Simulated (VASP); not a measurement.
Crystal: BaTe.

```
Ba Te
1.0
     5.97384    0.00000    0.00000
    -2.98692    5.17349    0.00000
     0.00000    0.00000    7.00217
Ba Te
2 2
Direct
  0.33333 0.66667 0.25000
  0.66667 0.33333 0.75000
  0.66667 0.33333 0.25000
  0.33333 0.66667 0.75000
```

```yaml
Program: VASP 6.6.1
Task: relaxation of cell and atoms
Functional: PBEsol
Potentials_or_basis: VASP PAW PBE potentials, release 64 (Ba_sv, Te)
Cutoff: 600 eV
k_mesh: 6 × 6 × 4
Occupations: fermi-dirac, width 0.02 eV
Spin: no spin polarisation
```

At the start: pressure -0.8 GPa; volume 54.10 Å³/atom.

Task: Where does the relaxation end?

Result: Over 10 steps the energy falls by 5.2 meV/atom and the volume is 52.15 Å³/atom (-3.6 %); space group P6_3/mmc (No. 194, to 0.05 Å).

Step by step:
| step | energy change (eV) | largest force (eV/Å) | pressure (GPa) | volume (Å³) |
| --- | --- | --- | --- | --- |
| 1 | 0.0000 | 0.0000 | -0.82 | 216.41 |
| 2 | -0.0203 | 0.0000 | 0.10 | 207.85 |
| 3 | -0.0206 | 0.0000 | -0.01 | 208.73 |
| 4 | -0.0206 | 0.0000 | -0.02 | 208.88 |
| 5 | -0.0208 | 0.0000 | -0.02 | 208.75 |
| 6 | -0.0208 | 0.0000 | -0.02 | 208.72 |
| 7 | -0.0208 | 0.0000 | -0.02 | 208.72 |
| 8 | -0.0208 | 0.0000 | -0.01 | 208.71 |
| 9 | -0.0208 | 0.0000 | -0.01 | 208.71 |
| 10 | -0.0208 | 0.0000 | 0.00 | 208.59 |

Final structure:
```xyz
4
Lattice="5.9027 0.0000 0.0000 -2.9514 5.1119 0.0000 0.0000 0.0000 6.9127" Properties=species:S:1:pos:R:3 pbc="T T T"
Ba    0.0000    3.4079    1.7282
Ba    2.9514    1.7040    5.1845
Te    2.9514    1.7040    1.7282
Te    0.0000    3.4079    5.1845
```

Caveat: the PAW data sets were made with another functional, which shifts forces and pressure a little.
